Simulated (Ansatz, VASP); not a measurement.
## Pd in VASP and in Ansatz

```
Pd
1.0
     0.00000    2.90741    2.90741
     2.90741    0.00000    2.90741
     2.90741    2.90741    0.00000
Pd
2
Direct
  0.12500 0.12500 0.12500
  0.87500 0.87500 0.87500
```

Alike in both runs: task single point; functional r2SCAN; k mesh 11 × 11 × 11; occupations fermi-dirac, width 0.1 eV; no spin polarisation.

```csv
,VASP,Ansatz
version,VASP 6.6.1,Ansatz 0.2.0
potentials or method,"VASP PAW PBE potentials, release 64 (Pd), cutoff 520 eV","plane waves (500 eV) with PAW, scalar-relativistic"
valence electrons in the cell,20,36
```

```csv
,VASP,Ansatz,Ansatz less VASP
pressure (GPa),-2.7,-2.7,+0.02
```

VASP's potentials were made for PBE, not for r2SCAN. VASP's potentials hold 20 valence electrons a cell and Ansatz's 36, so a difference there can come from the potentials and not from the codes.
